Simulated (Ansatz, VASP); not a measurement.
# Two plane-wave programs on BAs

```
B As
1.0
     0.00000    2.40620    2.40620
     2.40620    0.00000    2.40620
     2.40620    2.40620    0.00000
B As
1 1
Direct
  0.00000 0.00000 0.00000
  0.25000 0.25000 0.25000
```

Alike in both runs: task relaxation of cell and atoms; functional r2SCAN; k mesh 15 × 15 × 15; occupations fermi-dirac, width 0.1 eV; no spin polarisation.

|  | VASP | Ansatz |
| --- | --- | --- |
| version | VASP 6.6.1 | Ansatz 0.2.0 |
| potentials or method | VASP PAW PBE potentials, release 64 (B, As) | PAW with Ansatz's default frozen-core files, scalar-relativistic |
| plane-wave cutoff (eV) | 600 | 500 |
| valence electrons in the cell | 8 | 18 |

Ansatz gave:

* relaxed volume (Å³/atom): 13.68
* relaxed cell length with the largest relative difference (Å): 3.383

Which values does VASP return?

Relaxed volume (Å³/atom): 13.71; relaxed cell length with the largest relative difference (Å): 3.384.

VASP's potentials were made for PBE, not for r2SCAN. VASP's potentials hold 8 valence electrons a cell and Ansatz's 18, so a difference there can come from the potentials and not from the codes.
